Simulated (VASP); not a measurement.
A run of VASP 6.6.1:

File INCAR:

```
  ALGO = Normal
  EDIFF = 1E-6
  ENCUT = 520
  GGA = PE
  ISIF = 2
  ISMEAR = 0
  LASPH = True
  LCHARG = False
  LREAL = False
  LWAVE = False
  NBANDS = 39
  NELM = 60
  PREC = Accurate
  SIGMA = 0.1
```

KPOINTS

```
k-points
0
Gamma
  3 3 4
```

The input POSCAR:

```
Sn3TeW
1.0
    5.9223810183      0.0000000000      0.0000000000
   -2.9611905092      5.1289324128      0.0000000000
    0.0000000000      0.0000000000      5.3904918266
Sn Te W
3 1 1
Direct
    0.5000000000      0.0000000000      0.5000000000
    0.0000000000      0.5000000000      0.5000000000
    0.5000000000      0.5000000000      0.5000000000
    0.0000000000      0.0000000000      0.0000000000
    0.0000000000      0.0000000000      0.5000000000
```

Potentials or basis: VASP PAW PBE potentials, release 64 (Sn_d, Te, W_sv).

Command:

```sh
$ cat potpaw_PBE.64/Sn_d/POTCAR potpaw_PBE.64/Te/POTCAR potpaw_PBE.64/W_sv/POTCAR > POTCAR
$ mpirun -np 1 vasp_std > vasp.out
```

Hardware: 1 thread of Intel Xeon 8259CL (shared host).

Estimate the wall time of this run.

It took 100 s on 1 thread of Intel Xeon 8259CL, on a shared host, peak memory 0.32 GiB. Counts: scf iterations 15, k points 9.
